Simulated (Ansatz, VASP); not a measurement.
C: VASP beside Ansatz

Contents of INCAR:

```
SYSTEM = C
PREC     = Accurate       ! precision mode
ENCUT    = 520            ! plane-wave cutoff, eV
EDIFF    = 1E-7           ! SCF threshold, eV
ISMEAR   = 0              ! smearing method
SIGMA    = 0.05           ! smearing width, eV
LREAL    = .FALSE.        ! projectors in reciprocal space
LASPH    = .TRUE.         ! aspherical terms in the spheres
NELM     = 60             ! most SCF steps
ALGO     = Normal         ! electronic algorithm
ISIF     = 2              ! what is computed and relaxed
LWAVE    = .FALSE.        ! write WAVECAR
LCHARG   = .FALSE.        ! write CHGCAR
GGA      = PE             ! functional
IVDW     = 12             ! dispersion correction
NBANDS   = 11             ! bands
```

File KPOINTS:

```
Automatic mesh
0
G
  15 15 15
  0 0 0
```

The input POSCAR:

```
C
1.0
    1.2324984681      0.7115833223      3.3613878357
   -1.2324984681      0.7115833223      3.3613878357
    0.0000000000     -1.4231666447      3.3613878357
C
2
Direct
    0.1865561731      0.1865561731      0.1549365450
    0.8134438269      0.8134438269      0.8450634550
```

Input for Ansatz:

```yaml
crystal:
  lattice:
    - [1.2324984681, 0.7115833223, 3.3613878357]
    - [-1.2324984681, 0.7115833223, 3.3613878357]
    - [0.0, -1.4231666447, 3.3613878357]
  atoms:
    - { symbol: C, position: [0.1865561731, 0.1865561731, 0.154936545] }
    - { symbol: C, position: [0.8134438269, 0.8134438269, 0.845063455] }
basis:
  ecutwfc: 520.0
kpoints:
  mp_grid: { grid: [15, 15, 15] }
hamiltonian:
  xc: pbe
  dispersion: d3bj
scf:
  occupations: { method: gaussian, width: 0.05 }
output:
  forces: true
  stress: true
  eigenvalues: true
```

Change from the starting cell: mode 4 frozen in at +0.095 Å and mode 6 at +0.045 Å (largest displacements).

Alike in both runs: task single point; functional PBE; dispersion D3(BJ); k mesh 15 × 15 × 15; occupations gaussian, width 0.05 eV; no spin polarisation.

```csv
,VASP,Ansatz
version,VASP 6.6.1,Ansatz 0.2.0
potentials or method,"VASP PAW PBE potentials, release 64 (C), cutoff 520 eV","scalar-relativistic, plane waves, PAW"
valence electrons in the cell,8,8
```

```csv
,VASP,Ansatz,Ansatz less VASP
gap on the k mesh at the Fermi level (eV),0.50,0.50,+0.001
least direct gap on the mesh (eV),0.50,0.50,+0.001
pressure (GPa),1.5,1.1,-0.40
"traceless stress, the component that is largest in VASP (GPa)",10.15,9.73,-0.424
rms of the force components (eV/Å),2.892,2.890,-0.0013
```

Atom by atom the forces differ by 0.008 eV/Å (rms over components).
